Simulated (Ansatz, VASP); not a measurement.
One calculation of LaW, two programs

```
CELL_PARAMETERS angstrom
4.68255 0.00000 0.00000
0.00000 4.68255 0.00000
0.00000 0.00000 4.74444
ATOMIC_POSITIONS crystal
W 0.00000 0.00000 0.00000
W 0.50000 0.50000 0.00000
La 0.50000 0.00000 0.50000
La 0.00000 0.50000 0.50000
```

Alike in both runs: task single point; functional PBE; k mesh 1 × 1 × 1; collinear spin.

|  | VASP | Ansatz |
| --- | --- | --- |
| version | VASP 6.6.1 | Ansatz 0.2 development build |
| potentials or method | VASP PAW PBE potentials, release 64 (W_sv, La) | scalar-relativistic |
| plane-wave cutoff (eV) | 500 | 1497 |
| occupations | methfessel-paxton of order 1, width 0.15 eV | cold, width 0.15 eV |

```csv
,VASP,Ansatz,Ansatz less VASP
net moment per atom (μB),0.00,0.00,0.000
```

Ansatz's warnings: seeded moment not kept, stability check not made.

The k mesh is coarse, so the values compare programs but aren't converged. Neither program's run includes spin-orbit coupling.
